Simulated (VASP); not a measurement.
Write the native input for VASP 6.6.1 that does the following.

```
Task                   : single point
Functional             : PBE
Potentials or basis    : VASP PAW PBE potentials, release 64 (Lu, Ca_sv)
Cutoff                 : 520 eV
k mesh                 : 5 × 5 × 5
Occupations            : fermi-dirac, width 0.05 eV
Spin                   : no spin polarisation
Dipole correction      : no
Further INCAR settings : ALGO = Normal; EDIFF = 1e-07; NBANDS = 36
```

The structure of Ca3Lu lies in POSCAR:

```
Ca3Lu
1.0
    4.3951293744      0.0000000000      0.0000000000
    0.0000000000      4.3951293744      0.0000000000
    0.0000000000      0.0000000000      4.3951293744
Lu Ca
1 3
Direct
    0.5000000000      0.5000000000      0.5000000000
    0.0000000000      0.0000000000      0.5000000000
    0.0000000000      0.5000000000      0.0000000000
    0.5000000000      0.0000000000      0.0000000000
```

These files were run (other wordings do the same):

INCAR

```
SYSTEM = Ca3Lu
  PREC = Accurate
  ENCUT = 520
  EDIFF = 1E-7
  ISMEAR = -1
  SIGMA = 0.05
  LREAL = .False.
  LASPH = .True.
  NELM = 80
  ALGO = Normal
  ISIF = 2
  LWAVE = .False.
  LCHARG = .False.
  GGA = PE
  NBANDS = 36
```

KPOINTS

```
Automatic mesh
0
Gamma
  5 5 5
  0 0 0
```

Potentials or basis: VASP PAW PBE potentials, release 64 (Lu, Ca_sv).

Command:

```sh
$ cat potpaw_PBE.64/Lu/POTCAR potpaw_PBE.64/Ca_sv/POTCAR > POTCAR
$ mpirun -np 1 vasp_std > vasp.out
```

Results of the run:

* Pressure: 30.2 GPa
* Band gap on the k mesh: zero (an odd number of electrons rules out a gap without spin polarisation)

Caveat: the cell stands under pressure; spin-orbit coupling is left out, which moves the levels of the heavy elements.

Run time: 16 s on 1 thread of Intel(R) Xeon(R) 6975P-C (Granite Rapids) (shared host), peak memory 0.21 GiB.
